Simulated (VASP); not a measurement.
Input of a VASP 6.6.1 run:

INCAR

```
PREC = Accurate
ENCUT = 520
EDIFF = 1E-7
ISMEAR = 0
SIGMA = 0.15
LREAL = F
LASPH = T
NELM = 100
ALGO = Normal
ISIF = 2
LWAVE = F
LCHARG = F
NBANDS = 10
```

KPOINTS

```
regular mesh
0
Gamma
  18 18 10
```

The input POSCAR:

```
Al
1.0
    2.8865000000      0.0000000000      0.0000000000
   -1.4432500000      2.4997823280      0.0000000000
    0.0000000000      0.0000000000      4.6277000000
Al
2
Direct
    0.6666666667      0.3333333333      0.7500000000
    0.3333333333      0.6666666667      0.2500000000
```

Potentials or basis: VASP PAW LDA potentials, release 64 (Al).

Run with:

```console
$ cat potpaw_LDA.64/Al/POTCAR > POTCAR
$ mpirun -np 1 vasp_std > vasp.out
```

(1) What does it give for the band gap on the k mesh?

(2) Predict the pressure.

Answers

(1) zero (bands 3 and 4 overlap by 7.61 eV).

(2) -3.3 GPa.

Caveat: the cell stands under tension.
